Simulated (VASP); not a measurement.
# Ti (P6_3/mmc) in VASP: single point with PBEsol

Aim: the single point of Ti with PBEsol.

All numbers are computed with VASP 6.6.1; they aren't measurements. Logs are shortened: lines on timing, memory, paths and dates and some standing lists are left out, and cuts for length are marked.

**1. The cell of the first run**

It takes space group P6_3/mmc (No. 194, hexagonal). Conventional cell: a = 2.900 Å, b = 2.900 Å, c = 4.591 Å, α = 90.00°, β = 90.00°, γ = 120.00°. Ti (site symmetry -6m2) has 12 Ti at 2.84 to 2.90 Å within 3.7 Å.

**2. Single point, PBEsol**

INCAR reads:

```
SYSTEM = Ti
ALGO     = Fast           ! electronic algorithm
EDIFF    = 1E-6           ! SCF threshold, eV
ENCUT    = 520            ! plane-wave cutoff, eV
GGA      = PS             ! functional
ISIF     = 2              ! what is computed and relaxed
ISMEAR   = 0              ! smearing method
LASPH    = .TRUE.         ! aspherical terms in the spheres
LCHARG   = .FALSE.        ! write CHGCAR
LREAL    = .FALSE.        ! projectors in reciprocal space
LWAVE    = .FALSE.        ! write WAVECAR
NBANDS   = 19             ! bands
NELM     = 80             ! most SCF steps
PREC     = Accurate       ! precision mode
SIGMA    = 0.15           ! smearing width, eV
```

KPOINTS reads:

```
k-points
0
G
  18 18 10
  0 0 0
```

POSCAR reads:

```
Ti
1.0
    2.9001878204      0.0000000000      0.0000000000
   -1.4500939102      2.5116363282      0.0000000000
    0.0000000000      0.0000000000      4.5908109184
Ti
2
Direct
    0.3333333333      0.6666666667      0.2500000000
    0.6666666667      0.3333333333      0.7500000000
```

Potentials or basis: VASP PAW PBE potentials, release 64 (Ti_sv).

Command:

```
cat potpaw_PBE.64/Ti_sv/POTCAR > POTCAR
mpirun -np 1 vasp_std > vasp.out
```

OUTCAR:

```text
SYSTEM = Ti
   EDIFF = 1E-6
   ENCUT = 520
   GGA = PS
   ISIF = 2
   ISMEAR = 0
   LASPH = .TRUE.
   LREAL = .FALSE.
   NELM = 80
   PREC = Accurate

 ion  position               nearest neighbor table
   1  0.333  0.667  0.250-   2 2.84   2 2.84   2 2.84   2 2.84   2 2.84   2 2.84
   2  0.667  0.333  0.750-   1 2.84   1 2.84   1 2.84   1 2.84   1 2.84   1 2.84

  LATTYP: Found a hexagonal cell.
 ALAT       =     2.9001878204
 C/A-ratio  =     1.5829357279

  Lattice vectors:

 A1 = (   2.9001878204,   0.0000000000,   0.0000000000)
 A2 = (  -1.4500939102,   2.5116363282,   0.0000000000)
 A3 = (   0.0000000000,   0.0000000000,   4.5908109184)

Analysis of symmetry for initial positions (statically):
=====================================================================
 Subroutine PRICEL returns:
 Original cell was already a primitive cell.

 Routine SETGRP: Setting up the symmetry group for a
 hexagonal supercell.

 Subroutine GETGRP returns: Found 24 space group operations
 (whereof 12 operations were pure point group operations)
 out of a pool of 24 trial point group operations.

The static configuration has the point symmetry D_3d.
 The point group associated with its full space group is D_6h.

Analysis of symmetry for dynamics (positions and initial velocities):
=====================================================================
 Subroutine PRICEL returns:
 Original cell was already a primitive cell.

 Routine SETGRP: Setting up the symmetry group for a
 hexagonal supercell.

 Subroutine GETGRP returns: Found 24 space group operations
 (whereof 12 operations were pure point group operations)
 out of a pool of 24 trial point group operations.

The dynamic configuration has the point symmetry D_3d.
 The point group associated with its full space group is D_6h.

 Subroutine INISYM returns: Found 24 space group operations
 (whereof 12 operations are pure point group operations),
 and found     1 'primitive' translations

----------------------------------------------------------------------------------------

                                     Primitive cell

  volume of cell :      33.4405

  direct lattice vectors                    reciprocal lattice vectors
     2.900187820  0.000000000  0.000000000     0.344805255  0.199073407  0.000000000
    -1.450093910  2.511636328  0.000000000     0.000000000  0.398146813  0.000000000
     0.000000000  0.000000000  4.590810918     0.000000000  0.000000000  0.217826440

  length of vectors
[... 75 lines left out ...]
   ICHARG =      2    charge: 1-file 2-atom 10-const
   ISPIN  =      1    spin polarized calculation?
   LNONCOLLINEAR =      F non collinear calculations
   LSORBIT =      F    spin-orbit coupling
   LASPH  =      T    aspherical Exc in radial PAW
   ENCUT  =  520.0 eV  38.22 Ry    6.18 a.u.   5.39  5.39  8.54*2*pi/ulx,y,z
   NELM   =     80;   NELMIN=  2; NELMDL= -5     # of ELM steps
   EDIFF  = 0.1E-05   stopping-criterion for ELM
   LREAL  =      F    real-space projection
   EDIFFG = 0.1E-04   stopping-criterion for IOM
   NSW    =      0    number of steps for IOM
   IBRION =     -1    ionic relax: 0-MD 1-quasi-New 2-CG
   NFREE  =      0    steps in history (QN), initial steepest desc. (CG)
   ISIF   =      2    stress and relaxation
   ISYM   =      2    0-nonsym 1-usesym 2-fastsym
   POTIM  = 0.5000    time-step for ionic-motion
   TEBEG  =    0.0;   TEEND  =   0.0 temperature during run
   PSTRESS=    0.0 pullay stress
   NELECT =      24.0000    total number of electrons
   NUPDOWN=      -1.0000    fix difference up-down
   EMIN   =  10.00;   EMAX   =-10.00  energy-range for DOS
   EFERMI =   0.00;   METHOD = LEGACY
   ISMEAR =     0;   SIGMA  =   0.15  broadening in eV -4-tet -1-fermi 0-gaus
   EFERMI_NEDOS =   21; number of points for ismear=-14 and -15
   IALGO  =     68    algorithm
   IMIX   =      4    mixing-type and parameters
     AMIX     =   0.40;   BMIX     =  1.00
     AMIX_MAG =   1.60;   BMIX_MAG =  1.00
  volume/ion in A,a.u.               =      16.72       112.83
  Fermi-wavevector in a.u.,A,eV,Ry     =   1.465732  2.769831 29.230341  2.148369
  Thomas-Fermi vector in A             =   2.581554
   LORBIT       =      0    0 simple, 1 ext, 2 COOP (PROOUT), +10 PAW based schemes
   GGA     = PS    functional components
   LHFCALC =     F    Hartree Fock is set to
   AEXX    =    0.0000 exact exchange contribution
   IVDW    =     0    specifies the selected vdW correction
   LEPSILON=     F    determine dielectric tensor
   LRPA    =     F    only Hartree local field effects (RPA)
 non-spin polarized calculation
 RMM-DIIS sequential band-by-band and
 Gauss-broadening in eV      SIGMA  =   0.15
  energy-cutoff  :      520.00
  volume of cell :       33.44
 maximum number of plane-waves:       929
 NGX is ok and might be reduce to    24
   NGX = 11   NGY = 11   NGZ = 17

 number of electron      23.9999999 magnetization

 Free energy of the ion-electron system (eV)
  ---------------------------------------------------
  ext. energy  EPLUGINS =         0.00000000
  ---------------------------------------------------
  free energy    TOTEN  =       -16.69012853 eV

  energy without entropy =      -16.66739345  energy(sigma->0) =      -16.67876099

 E-fermi :   8.6143     XC(G=0): -11.8183

 val. band max:        8.6118983819   @ k =   0.0000   0.0000   0.4000
 cond. band min:       8.6298919417   @ k =   0.2778   0.2778   0.4000
 fundamental gap:      0.0179935598
 Fermi energy:         8.6143364813

 k-point     1 :       0.0000    0.0000    0.0000
  band No.  band energies     occupation
      1     -47.9493      2.00000
      2     -47.7862      2.00000
      3     -24.6874      2.00000
      4     -23.9563      2.00000
      5     -23.9563      2.00000
      6     -23.8741      2.00000
[... 505 lines left out ...]
      6     -24.1465      2.00000
[... 11 lines left out ...]
     18      12.2804      0.00000
     19      13.0692      0.00000

 [... further k-points ...]
[... 5 lines left out ...]
  --------------------------------------------------------------------------------------
  -------------------------------------------------------------------------------------
  Total       -0.0489672     -0.0489672     -0.0579621     -0.0000000     -0.0000000     -0.0000000
  in kB       -2.3460833     -2.3460833     -2.7770424     -0.0000000     -0.0000000     -0.0000000
  external PRESSURE =      -2.4897364 kB  Pullay stress =       0.0000000 kB

 VOLUME and BASIS-vectors are now :
 -----------------------------------------------------------------------------
  energy-cutoff  :      520.00
  volume of cell :       33.44
      direct lattice vectors                 reciprocal lattice vectors
     2.900187820  0.000000000  0.000000000     0.344805255  0.199073407  0.000000000
    -1.450093910  2.511636328  0.000000000     0.000000000  0.398146813  0.000000000
     0.000000000  0.000000000  4.590810918     0.000000000  0.000000000  0.217826440

 POSITION                                       TOTAL-FORCE (eV/Angst)
 -----------------------------------------------------------------------------------
     -0.00000      1.67442      1.14770        -0.000000      0.000000      0.000000
      1.45009      0.83721      3.44311         0.000000     -0.000000      0.000000
 -----------------------------------------------------------------------------------
    total drift:                               -0.000000      0.000000     -0.000000

  FREE ENERGIE OF THE ION-ELECTRON SYSTEM (eV)
  ---------------------------------------------------
  free  energy   TOTEN  =       -16.6901285275 eV

  energy  without entropy=      -16.6673934519  energy(sigma->0) =      -16.67876099
```

OSZICAR:

```text
N       E                     dE             d eps       ncg     rms          rms(c)
DAV:   1     0.263152798540E+03    0.26315E+03   -0.13061E+04  8452   0.159E+03
DAV:   2     0.114125904273E+02   -0.25174E+03   -0.24754E+03  8678   0.443E+02
DAV:   3    -0.176917938574E+02   -0.29104E+02   -0.28738E+02 15650   0.124E+02
[... 28 lines left out ...]
RMM:  32    -0.166901242952E+02   -0.18533E-05   -0.19124E-05 10255   0.237E-02    0.703E-03
RMM:  33    -0.166901258106E+02   -0.15154E-05   -0.16617E-05  8097   0.172E-02    0.460E-03
RMM:  34    -0.166901268582E+02   -0.10476E-05   -0.11843E-05  8865   0.163E-02    0.324E-03
RMM:  35    -0.166901277052E+02   -0.84695E-06   -0.10499E-05  8635   0.140E-02    0.254E-03
RMM:  36    -0.166901285275E+02   -0.82229E-06   -0.86173E-06  8982   0.151E-02
   1 F= -.16690129E+02 E0= -.16678761E+02  d E =-.227351E-01
```

It took 6.5 min on 1 thread of AMD EPYC 7R43 (Zen 3), shared host; peak memory 0.2 GiB.

What came out:

- Free energy: -16.6901 eV
- Pressure: -0.2 GPa
- Band gap on the k mesh: zero (bands 12 and 13 overlap by 1.11 eV)

Caveat: the PAW data sets were made with another functional, which shifts forces and pressure a little.
